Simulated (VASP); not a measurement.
Wanted: the native input for a VASP 6.6.1 run.

```
Task                   : relaxation of cell and atoms
Functional             : r2SCAN
Potentials or basis    : VASP PAW PBE potentials, release 64 (In_d)
Cutoff                 : 550 eV
k mesh                 : 6 × 6 × 6
Occupations            : fermi-dirac, width 0.05 eV
Spin                   : no spin polarisation
Target pressure        : 10 GPa
Dipole correction      : no
Further INCAR settings : ALGO = Normal; EDIFF = 1e-07; IBRION = 2; EDIFFG = -0.02; NSW = 80; ISIF = 3
```

In:

```xyz
2
Lattice="0.0000 3.2400 3.2400 3.2400 0.0000 3.2400 3.2400 3.2400 0.0000" Properties=species:S:1:pos:R:3 pbc="T T T"
In    6.4800    6.4800    6.4800
In    1.6200    1.6200    1.6200
```

This isn't the form of In at room conditions, which is tetragonal.

The input as run:

POSCAR

```
In
1.0
    0.0000000000      3.2400000000      3.2400000000
    3.2400000000      0.0000000000      3.2400000000
    3.2400000000      3.2400000000      0.0000000000
In
2
Direct
    1.0000000000      1.0000000000      1.0000000000
    0.2500000000      0.2500000000      0.2500000000
```

INCAR.step1

```
SYSTEM = In
PREC = Accurate
ENCUT = 550
ISMEAR = -1
SIGMA = 0.05
LREAL = .False.
LASPH = .True.
NELM = 120
GGA = PE
ALGO = Normal
EDIFF = 1E-5
LWAVE = .True.
LCHARG = .False.
GGA_COMPAT = .False.
IBRION = 2
ISIF = 3
EDIFFG = -0.005
NELMIN = 4
NSW = 100
```

INCAR.step2

```
SYSTEM = In
PREC = Accurate
ENCUT = 550
EDIFF = 1E-7
ISMEAR = -1
SIGMA = 0.05
LREAL = .False.
LASPH = .True.
NELM = 120
ALGO = Normal
ISIF = 3
LWAVE = .False.
LCHARG = .False.
METAGGA = R2SCAN
LMIXTAU = .True.
IBRION = 2
NSW = 80
EDIFFG = -0.02
PSTRESS = 100.0
ISTART = 1
GGA_COMPAT = .False.
NELMIN = 4
```

KPOINTS

```
Automatic mesh
0
Gamma
  6 6 6
  0 0 0
```

Potentials or basis: VASP PAW PBE potentials, release 64 (In_d).

Run with:

```console
$ cat potpaw_PBE.64/In_d/POTCAR > POTCAR
$ cp INCAR.step1 INCAR
$ mpirun -np 1 vasp_std > vasp.out
$ cp INCAR.step2 INCAR
$ mpirun -np 1 vasp_std > vasp.out
```

Results of the run:

| Quantity | Value |
| --- | --- |
| Relaxed volume | 29.24 Å³/atom |
| Relaxed cell | a = 4.357 Å, b = 4.357 Å, c = 4.357 Å, α = 60.00°, β = 60.00°, γ = 60.00° |
| Space group after relaxing (to 0.1 Å) | Fd-3m (No. 227) |
| Energy change on relaxing (the run minimises the enthalpy) | +161.0 meV/atom |
| Ionic steps | 4 |
| Pressure after relaxing | 10.1 GPa |
| Band gap on the k mesh | zero (bands 13 and 14 overlap by 4.65 eV) |

Caveat: the cell is relaxed towards a set pressure, so the run minimises the enthalpy, not the energy; the PAW data sets were made with another functional, which shifts forces and pressure a little; spin-orbit coupling is left out, which moves the levels of the heavy elements.

Wall time 6.1 min on 1 thread of AMD EPYC 9R45 96-Core Processor (Zen 5), on a shared host, peak memory 0.21 GiB.
